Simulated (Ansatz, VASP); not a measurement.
# One calculation of Ti, two programs

```
Ti
1.0
    -1.64692    1.64692    1.64692
     1.64692   -1.64692    1.64692
     1.64692    1.64692   -1.64692
Ti
1
Direct
  0.00000 0.00000 0.00000
```

Alike in both runs: task single point; functional RPBE; k mesh 15 × 15 × 15; occupations fermi-dirac, width 0.1 eV; no spin polarisation.

```csv
,VASP,Ansatz
version,VASP 6.6.1,Ansatz 0.2.0
potentials or method,"VASP PAW PBE potentials, release 64 (Ti_sv), cutoff 520 eV","plane waves (420 eV) with PAW, scalar-relativistic"
valence electrons in the cell,12,12
```

```csv
,VASP,Ansatz,Ansatz less VASP
pressure (GPa),-0.3,0.0,+0.23
```

VASP's potentials were made for PBE, not for RPBE. With one functional, cell and mesh, what is left measures potentials, basis and numerics.
